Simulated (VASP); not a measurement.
Write the native input for VASP 6.6.1 that does the following.

```yaml
Task: single point
Functional: PBEsol
Dispersion: D4
Potentials_or_basis: VASP PAW PBE potentials, release 64 (Zn, O)
Cutoff: 520 eV
k_mesh: 9 × 9 × 5
Occupations: fermi-dirac, width 0.05 eV
Spin: no spin polarisation
Dipole_correction: no
Further_INCAR_settings: ALGO = Normal; EDIFF = 1e-07; NBANDS = 26
```

The structure of ZnO (zincite) lies in POSCAR:

```
ZnO
1.0
    3.2158134198      0.0000000000      0.0000000000
   -1.6079067099      2.7849761154      0.0000000000
    0.0000000000      0.0000000000      5.1896909548
Zn O
2 2
Direct
    0.6666666667      0.3333333333     -0.0000086202
    0.3333333333      0.6666666667      0.4999913798
    0.3333333333      0.6666666667      0.8790186202
    0.6666666667      0.3333333333      0.3790186202
```

These files were run (other wordings do the same):

INCAR

```
PREC = Accurate
ENCUT = 520
EDIFF = 1E-7
ISMEAR = -1
SIGMA = 0.05
LREAL = F
LASPH = T
NELM = 80
ALGO = Normal
ISIF = 2
LWAVE = F
LCHARG = F
GGA = PS
IVDW = 13
NBANDS = 26
```

KPOINTS

```
Automatic mesh
0
Gamma
  9 9 5
```

Potentials or basis: VASP PAW PBE potentials, release 64 (Zn, O).

Run with:

```bash
$ cat potpaw_PBE.64/Zn/POTCAR potpaw_PBE.64/O/POTCAR > POTCAR
$ mpirun -np 1 vasp_std > vasp.out
```

It gave:

```
Pressure                   : 1.1 GPa
Band gap on the k mesh     : 0.71 eV, direct
Dispersion energy per atom : -0.139 eV
```

Caveat: the PAW data sets were made with another functional, which shifts forces and pressure a little.

It took 71 s on 1 thread of AMD EPYC 7R43 64-Core Processor (Zen 3), with other jobs on the host, peak memory 0.14 GiB.
